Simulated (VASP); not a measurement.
# TaN (Amm2) in VASP: further runs, part 2 of 2

VASP 6.6.1. The steps go on from the part before.

## Step 3: Single point, PBEsol (atoms displaced along a vibrational mode)

File INCAR:

```
ALGO = Normal ; EDIFF = 1E-6
ENCUT = 520 ; GGA = PS
ISIF = 2 ; ISMEAR = 0
LASPH = T ; LCHARG = F
LREAL = F ; LUSENCCL = F
LWAVE = F ; NBANDS = 33
NELM = 60 ; PREC = Accurate
SIGMA = 0.15
```

File KPOINTS:

```
k-points
0
Gamma
  12 12 16
```

File POSCAR:

```
TaN
1.0
    5.1789208695      0.0000000000      0.0000000000
   -2.5894604347      4.4850770372      0.0000000000
    0.0000000000      0.0000000000      2.8959972730
Ta N
3 3
Direct
    0.3405769011      0.6693962910      0.5000000000
    0.6711806102      0.3306037090      0.5000000000
   -0.0115854251      0.0000000000      0.0000000000
    0.3884610169      0.0000000000      0.0000000000
    0.6058880333      0.6024601600      0.0000000000
    0.0034278733      0.3975398400      0.0000000000
```

Potentials or basis: VASP PAW PBE potentials, release 64 (Ta_pv, N).

On the command line:

```sh
> cat potpaw_PBE.64/Ta_pv/POTCAR potpaw_PBE.64/N/POTCAR > POTCAR
> mpirun -np 1 vasp_std > vasp.out
```

OUTCAR:

```text
EDIFF = 1E-6
   ENCUT = 520
   GGA = PS
   ISIF = 2
   ISMEAR = 0
   LASPH = T
   LREAL = F
   NELM = 60
   PREC = Accurate

 ion  position               nearest neighbor table
   1  0.341  0.669  0.500-   5 2.14   5 2.14   4 2.16   4 2.16   6 2.16   6 2.16   2 2.97   2 3.00
                             2 3.00   3 3.25   3 3.25   3 3.33   3 3.33   3 3.39   3 3.39
   2  0.671  0.331  0.500-   6 2.14   6 2.14   4 2.16   4 2.16   5 2.16   5 2.16   1 2.97   1 3.00
                             1 3.00   3 3.25   3 3.25   3 3.33   3 3.33   3 3.39   3 3.39
   3  0.988  0.000  0.000-   6 2.02   5 2.02   4 2.07   2 3.25   2 3.25   1 3.25   1 3.25   1 3.33
                             1 3.33   2 3.33   2 3.33   1 3.39   1 3.39   2 3.39   2 3.39
   4  0.388  0.000  0.000-   3 2.07   1 2.16   1 2.16   2 2.16   2 2.16
   5  0.606  0.602  0.000-   3 2.02   1 2.14   1 2.14   2 2.16   2 2.16
   6  0.003  0.398  0.000-   3 2.02   2 2.14   2 2.14   1 2.16   1 2.16

  LATTYP: Found a hexagonal cell.
 ALAT       =     5.1789208695
 C/A-ratio  =     0.5591893265

  Lattice vectors:

 A1 = (   5.1789208695,   0.0000000000,   0.0000000000)
 A2 = (  -2.5894604347,   4.4850770372,   0.0000000000)
 A3 = (   0.0000000000,   0.0000000000,   2.8959972730)

Analysis of symmetry for initial positions (statically):
=====================================================================
 Subroutine PRICEL returns:
 Original cell was already a primitive cell.

 Routine SETGRP: Setting up the symmetry group for a
 hexagonal supercell.

 Subroutine GETGRP returns: Found  4 space group operations
 (whereof  4 operations were pure point group operations)
 out of a pool of 24 trial point group operations.

The static configuration has the point symmetry C_2v.

Analysis of symmetry for dynamics (positions and initial velocities):
=====================================================================
 Subroutine PRICEL returns:
 Original cell was already a primitive cell.

 Routine SETGRP: Setting up the symmetry group for a
 hexagonal supercell.

 Subroutine GETGRP returns: Found  4 space group operations
 (whereof  4 operations were pure point group operations)
 out of a pool of 24 trial point group operations.

The dynamic configuration has the point symmetry C_2v.

 Subroutine INISYM returns: Found  4 space group operations
 (whereof  4 operations are pure point group operations),
 and found     1 'primitive' translations

----------------------------------------------------------------------------------------

                                     Primitive cell

  volume of cell :      67.2678

  direct lattice vectors                    reciprocal lattice vectors
     5.178920869  0.000000000  0.000000000     0.193090419  0.111480805 -0.000000000
    -2.589460435  4.485077037  0.000000000     0.000000000  0.222961611  0.000000000
     0.000000000  0.000000000  2.895997273     0.000000000 -0.000000000  0.345304193

  length of vectors
     5.178920869  5.178920869  2.895997273     0.222961611  0.222961611  0.345304193

  position of ions in fractional coordinates (direct lattice)
     0.340576901  0.669396291  0.500000000
     0.671180610  0.330603709  0.500000000
     0.988414575  0.000000000  0.000000000
     0.388461017  0.000000000  0.000000000
     0.605888033  0.602460160  0.000000000
     0.003427873  0.397539840  0.000000000

[... 32 lines left out ...]

 Found    387 irreducible k-points:

 Following reciprocal coordinates:
            Coordinates               Weight
  0.000000  0.000000  0.000000      1.000000
  0.083333  0.000000  0.000000      4.000000
  0.000000  0.083333  0.000000      2.000000
  0.166667  0.000000  0.000000      4.000000
  0.000000  0.166667  0.000000      2.000000
  0.250000  0.000000  0.000000      4.000000
[... 16 lines left out ...]
 -0.083333  0.416667  0.000000      4.000000
 -0.416667  0.333333  0.000000      4.000000
 [... further k-points ...]
   k-points           NKPTS =    387   k-points in BZ     NKDIM =    387   number of bands    NBANDS=     33
   number of dos      NEDOS =    301   number of ions     NIONS =      6
   total plane-waves  NPLWV =  38400
   dimension x,y,z NGX =    40 NGY =   40 NGZ =   24
   dimension x,y,z NGXF=    80 NGYF=   80 NGZF=   48
   ions per type =               3   3
   NGX,Y,Z   is equivalent  to a cutoff of  12.84, 12.84, 13.78 a.u.
   NGXF,Y,Z  is equivalent  to a cutoff of  25.68, 25.68, 27.55 a.u.
 SYSTEM =  unknown system
   PREC   = accura    normal or accurate (medium, high low for compatibility)
   ISTART =      0    job   : 0-new  1-cont  2-samecut
   ICHARG =      2    charge: 1-file 2-atom 10-const
   ISPIN  =      1    spin polarized calculation?
   LNONCOLLINEAR =      F non collinear calculations
   LSORBIT =      F    spin-orbit coupling
   LASPH  =      T    aspherical Exc in radial PAW
   ENCUT  =  520.0 eV  38.22 Ry    6.18 a.u.   9.63  9.63  5.38*2*pi/ulx,y,z
   NELM   =     60;   NELMIN=  2; NELMDL= -5     # of ELM steps
   EDIFF  = 0.1E-05   stopping-criterion for ELM
   LREAL  =      F    real-space projection
   EDIFFG = 0.1E-04   stopping-criterion for IOM
   NSW    =      0    number of steps for IOM
   IBRION =     -1    ionic relax: 0-MD 1-quasi-New 2-CG
   NFREE  =      0    steps in history (QN), initial steepest desc. (CG)
   ISIF   =      2    stress and relaxation
   ISYM   =      2    0-nonsym 1-usesym 2-fastsym
   POTIM  = 0.5000    time-step for ionic-motion
   TEBEG  =    0.0;   TEEND  =   0.0 temperature during run
   PSTRESS=    0.0 pullay stress
   NELECT =      48.0000    total number of electrons
   NUPDOWN=      -1.0000    fix difference up-down
   EMIN   =  10.00;   EMAX   =-10.00  energy-range for DOS
   EFERMI =   0.00;   METHOD = LEGACY
   ISMEAR =     0;   SIGMA  =   0.15  broadening in eV -4-tet -1-fermi 0-gaus
   EFERMI_NEDOS =   21; number of points for ismear=-14 and -15
   IALGO  =     38    algorithm
   IMIX   =      4    mixing-type and parameters
     AMIX     =   0.40;   BMIX     =  1.00
     AMIX_MAG =   1.60;   BMIX_MAG =  1.00
  volume/ion in A,a.u.               =      11.21        75.66
  Fermi-wavevector in a.u.,A,eV,Ry     =   1.462916  2.764511 29.118154  2.140124
  Thomas-Fermi vector in A             =   2.579073
   LORBIT       =      0    0 simple, 1 ext, 2 COOP (PROOUT), +10 PAW based schemes
   GGA     = PS    functional components
   LHFCALC =     F    Hartree Fock is set to
   AEXX    =    0.0000 exact exchange contribution
   IVDW    =     0    specifies the selected vdW correction
   LEPSILON=     F    determine dielectric tensor
   LRPA    =     F    only Hartree local field effects (RPA)
 non-spin polarized calculation
 Gauss-broadening in eV      SIGMA  =   0.15
  energy-cutoff  :      520.00
  volume of cell :       67.27
 maximum number of plane-waves:      1840
   NGX = 19   NGY = 19   NGZ = 11

 number of electron      47.9999999 magnetization

 Free energy of the ion-electron system (eV)
  ---------------------------------------------------
  ext. energy  EPLUGINS =         0.00000000
  ---------------------------------------------------
  free energy    TOTEN  =       -71.38593718 eV

  energy without entropy =      -71.38061733  energy(sigma->0) =      -71.38327725

 E-fermi :   8.3338     XC(G=0): -13.2232

 val. band max:        8.3266237570   @ k =  -0.0833   0.2500   0.1875
 cond. band min:       8.3364013103   @ k =   0.2500   0.0000   0.4375
 fundamental gap:      0.0097775533
 Fermi energy:         8.3337611302

 k-point     1 :       0.0000    0.0000    0.0000
  band No.  band energies     occupation
      1     -27.8858      2.00000
      2     -27.8683      2.00000
      3     -27.5356      2.00000
      4     -27.4877      2.00000
      5     -27.3205      2.00000
      6     -27.2073      2.00000
[... 853 lines left out ...]
     32      12.2548      0.00000
     33      12.2630      0.00000

 [... further k-points ...]
[... 5 lines left out ...]
  --------------------------------------------------------------------------------------
  -------------------------------------------------------------------------------------
  Total        0.1464649      0.9405346      0.3967323      0.0000000      0.0000000      0.0000000
  in kB        3.4884850     22.4015469      9.4493264      0.0000000      0.0000000      0.0000000
  external PRESSURE =      11.7797861 kB  Pullay stress =       0.0000000 kB

 VOLUME and BASIS-vectors are now :
 -----------------------------------------------------------------------------
  energy-cutoff  :      520.00
  volume of cell :       67.27
      direct lattice vectors                 reciprocal lattice vectors
     5.178920869  0.000000000  0.000000000     0.193090419  0.111480805 -0.000000000
    -2.589460435  4.485077037  0.000000000     0.000000000  0.222961611  0.000000000
     0.000000000  0.000000000  2.895997273     0.000000000 -0.000000000  0.345304193

 POSITION                                       TOTAL-FORCE (eV/Angst)
 -----------------------------------------------------------------------------------
      0.03045      3.00229      1.44800        -0.726678     -0.317991      0.000000
      2.61991      1.48278      1.44800        -0.726678      0.317991      0.000000
      5.11892      0.00000      0.00000         1.414174      0.000000      0.000000
      2.01181      0.00000      0.00000         0.083505      0.000000      0.000000
      1.57780      2.70208      0.00000        -0.022161      0.007094      0.000000
     -1.01166      1.78300      0.00000        -0.022161     -0.007094      0.000000
 -----------------------------------------------------------------------------------
    total drift:                                0.000015     -0.000002      0.000000

  FREE ENERGIE OF THE ION-ELECTRON SYSTEM (eV)
  ---------------------------------------------------
  free  energy   TOTEN  =       -71.3859371792 eV

  energy  without entropy=      -71.3806173257  energy(sigma->0) =      -71.38327725
```

It took 4.5 min on 1 × NVIDIA H100 80GB with 1 thread of AMD EPYC 7R13 (Zen 3), shared host; peak memory 1.8 GiB.

What came out:

| Quantity | Value |
| --- | --- |
| Free energy | -71.3859 eV |
| Pressure | 1.2 GPa |
| Largest force | 1.414 eV/Å |
| Band gap on the k mesh | zero (bands 24 and 25 overlap by 2.90 eV) |

Forces in eV/Å, atoms in the order of the input:
```
Ta  -0.727 -0.318  0.000
Ta  -0.727  0.318  0.000
Ta   1.414  0.000  0.000
N    0.084  0.000  0.000
N   -0.022  0.007  0.000
N   -0.022 -0.007  0.000
```

Levels at points of the mesh, in eV from the Fermi level:
```
           k point  band 22  band 23  band 24  band 25  band 26  band 27
(0.00, 0.00, 0.00)    -3.35    -1.99    -1.13    -0.79     0.41     0.68
(0.50, 0.00, 0.00)    -3.90    -2.90    -2.69     1.22     1.77     1.85
(0.00, 0.50, 0.00)    -3.80    -2.87    -2.70     1.14     1.75     1.85
(0.00, 0.00, 0.50)    -2.97    -2.96     1.64     2.08     2.10     2.11
(0.50, 0.00, 0.50)    -3.28    -2.01    -1.09     0.45     1.55     3.29
(0.00, 0.50, 0.50)    -3.49    -2.09    -0.78     0.50     0.90     3.11
```

Caveat: the cell differs from its parent crystal (atoms displaced along a vibrational mode); the PAW data sets were made with another functional, which shifts forces and pressure a little; spin-orbit coupling is left out, which moves the levels of the heavy elements.

## Step 4: Single point, PBEsol (atoms displaced along a vibrational mode)

File INCAR:

```
SYSTEM = TaN
PREC = Accurate ; ENCUT = 520
EDIFF = 1E-6 ; ISMEAR = 0
SIGMA = 0.15 ; LREAL = .False.
LASPH = .True. ; NELM = 60
ALGO = Normal ; ISIF = 2
LWAVE = .False. ; LCHARG = .False.
GGA = PS ; NBANDS = 33
LUSENCCL = .False.
```

File KPOINTS:

```
regular mesh
0
Gamma
  12 12 16
  0 0 0
```

File POSCAR:

```
TaN
1.0
    5.1789208695      0.0000000000      0.0000000000
   -2.5894604347      4.4850770372      0.0000000000
    0.0000000000      0.0000000000      2.8959972730
Ta N
3 3
Direct
    0.3297115494      0.6653018545      0.5000000000
    0.6644096949      0.3346981455      0.5000000000
    0.0057927126      0.0000000000      0.0000000000
    0.3958259033      0.0000000000      0.0000000000
    0.6069995715      0.6087135082      0.0000000000
   -0.0017139367      0.3912864918      0.0000000000
```

On the command line:

```sh
> cat potpaw_PBE.64/Ta_pv/POTCAR potpaw_PBE.64/N/POTCAR > POTCAR
> mpirun -np 1 vasp_std > vasp.out
```

Wall time 4.8 min (1 × NVIDIA H100 80GB with 1 thread of AMD EPYC 7R13 (Zen 3), shared host); peak memory 1.8 GiB.

Results (log left out):

```yaml
Free_energy: -71.4383 eV
Pressure: 0.9 GPa
Largest_force: 0.708 eV/Å
Band_gap_on_the_k_mesh: zero (bands 24 and 25 overlap by 3.06 eV)
```

Forces on the atoms (eV/Å):
```
Ta   0.352  0.134  0.000
Ta   0.352 -0.134  0.000
Ta  -0.708  0.000  0.000
N    0.004  0.000  0.000
N    0.000 -0.023  0.000
N    0.000  0.023  0.000
```

Stress tensor (GPa, compression positive):
```
1.60 0.00 0.00
0.00 0.43 0.00
0.00 0.00 0.82
```

Levels at points of the mesh, in eV from the Fermi level:
```csv
k point,band 22,band 23,band 24,band 25,band 26,band 27
"(0.00, 0.00, 0.00)",-3.37,-2.00,-1.06,-0.91,0.47,0.60
"(0.50, 0.00, 0.00)",-3.92,-2.91,-2.72,1.17,1.76,1.87
"(0.00, 0.50, 0.00)",-3.93,-2.93,-2.71,1.22,1.78,1.88
"(0.00, 0.00, 0.50)",-2.97,-2.97,1.78,1.92,2.08,2.13
"(0.50, 0.00, 0.50)",-3.40,-2.05,-0.96,0.46,1.22,3.23
"(0.00, 0.50, 0.50)",-3.29,-1.98,-1.15,0.45,1.53,3.28
```

Caveat: the cell differs from its parent crystal (atoms displaced along a vibrational mode); the PAW data sets were made with another functional, which shifts forces and pressure a little; spin-orbit coupling is left out, which moves the levels of the heavy elements.

## Step 5: Overview

| cell | gap on the mesh (eV) | pressure (GPa) | largest force (eV/Å) |
| --- | --- | --- | --- |
| as given, atomic positions A | none | 1.6 | 2.12 |
| as given, atomic positions B | none | 1.2 | 1.41 |
| as given, atomic positions C | none | 0.9 | 0.71 |

Alike in all rows: task single point; level PBEsol; potentials or basis VASP PAW PBE potentials, release 64 (Ta_pv, N); no spin polarisation; k mesh 12 × 12 × 16; cutoff (eV) 520; smearing gaussian 0.15 eV.

Caveats: the PAW data sets were made with another functional, which shifts forces and pressure a little; spin-orbit coupling is left out, which moves the levels of the heavy elements.

Absolute energies hang on the potentials; compare differences alone.
